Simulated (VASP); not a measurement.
AgCl: electric field gradients with PBE

AgCl:

```
Ag Cl
1.0
     0.00000    2.79152    2.79152
     2.79152    0.00000    2.79152
     2.79152    2.79152    0.00000
Ag Cl
1 1
Direct
  0.50000 0.50000 0.50000
  0.00000 0.00000 0.00000
```

```json
{
  "Program": "VASP 6.6.1",
  "Task": "electric field gradients",
  "Functional": "PBE",
  "Potentials or basis": "VASP PAW PBE potentials, release 64 (Ag, Cl)",
  "Cutoff": "520 eV",
  "k mesh": "8 × 8 × 8",
  "Occupations": "fermi-dirac, width 0.02 eV",
  "Spin": "no spin polarisation",
  "Dipole correction": "no",
  "Further INCAR settings": "ALGO = Normal; EDIFF = 1e-08; NBANDS = 16"
}
```

| Quantity | Value |
| --- | --- |
| Pressure | 0.5 GPa |
| Band gap on the k mesh | 0.91 eV (least direct gap 3.12 eV) |
| Largest electric field gradient by atom | zero within the noise of the run |

Levels at points of the mesh, in eV from the valence-band top:
```
           k point  band 6  band 7  band 8  band 9  band 10  band 11  band 12  band 13
(0.00, 0.00, 0.00)   -2.32   -2.24   -2.24   -2.24     0.91    10.86    10.86    10.86
(0.50, 0.00, 0.00)   -2.01   -1.71    0.00    0.00     4.30     6.43     7.71     7.71
(0.50, 0.50, 0.00)   -2.14   -1.90   -1.90   -1.83     2.42     8.05     8.57    11.41
```

It took 39 s on 1 thread of Intel Xeon 8259CL, on a shared host, peak memory 0.17 GiB.

A k mesh can miss the band edges.
